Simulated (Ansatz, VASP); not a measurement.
# Two plane-wave programs on MnGa3

```xyz
4
Lattice="0.0000 3.0875 3.0875 3.0875 0.0000 3.0875 3.0875 3.0875 0.0000" Properties=species:S:1:pos:R:3 pbc="T T T"
Ga    1.5438    1.5438    1.5438
Ga    4.6313    4.6313    4.6313
Ga    3.0875    3.0875    3.0875
Mn    0.0000    0.0000    0.0000
```

Alike in both runs: task single point; functional PBE; k mesh 12 × 12 × 12; occupations gaussian, width 0.1 eV; collinear spin.

```csv
,VASP,Ansatz
version,VASP 6.6.1,Ansatz 0.2.0
potentials or method,"VASP PAW PBE potentials, release 64 (Ga_d, Mn_pv), cutoff 500 eV","scalar-relativistic, plane waves, PAW"
valence electrons in the cell,52,54
```

Ansatz gave:

```
gap on the k mesh at the Fermi level (eV)                     : none
pressure (GPa)                                                : 12.9
net moment per atom (μB)                                      : 0.88
size of the moment on the site where the two differ most (μB) : 3.27
```

Estimate VASP's values.

gap on the k mesh at the Fermi level (eV): none; pressure (GPa): 13.1; net moment per atom (μB): 0.88; size of the moment on the site where the two differ most (μB): 3.28.

Site moments also hang on the region over which each program counts them. A gap of «none» marks a metal or a gap that the smearing closes. VASP's potentials hold 52 valence electrons a cell and Ansatz's 54, so a difference there can come from the potentials and not from the codes.
